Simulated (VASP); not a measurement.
A run of VASP 6.6.1 is set up as follows.

The input INCAR:

```
PREC     = Accurate       # precision mode
ENCUT    = 520            # plane-wave cutoff, eV
EDIFF    = 1E-6           # SCF threshold, eV
ISMEAR   = 0              # smearing method
SIGMA    = 0.05           # smearing width, eV
LREAL    = False          # projectors in reciprocal space
LASPH    = True           # aspherical terms in the spheres
NELM     = 100            # most SCF steps
ALGO     = Normal         # electronic algorithm
ISIF     = 2              # what is computed and relaxed
LWAVE    = False          # write WAVECAR
LCHARG   = False          # write CHGCAR
GGA      = CA             # functional
NBANDS   = 12             # bands
```

Contents of KPOINTS:

```
regular mesh
0
Gamma
  8 8 8
```

File POSCAR:

```
CsH
1.0
    0.0000000000      3.3155200000      3.3155200000
    3.3155200000      0.0000000000      3.3155200000
    3.3155200000      3.3155200000      0.0000000000
Cs H
1 1
Direct
    0.0000000000      0.0000000000      0.0000000000
    0.5000000000      0.5000000000      0.5000000000
```

Potentials or basis: VASP PAW LDA potentials, release 64 (Cs_sv, H).

The run is started by

```sh
$ cat potpaw_LDA.64/Cs_sv/POTCAR potpaw_LDA.64/H/POTCAR > POTCAR
$ mpirun -np 1 vasp_std > vasp.out
```

(1) Predict the band gap on the k mesh.

(2) Estimate the pressure.

Answers

(1) 2.07 eV, direct.

(2) -1.9 GPa.

Caveat: the cell differs from its parent crystal (strain +0.040 along x and y, +0.040 along z); spin-orbit coupling is left out, which moves the levels of the heavy elements.
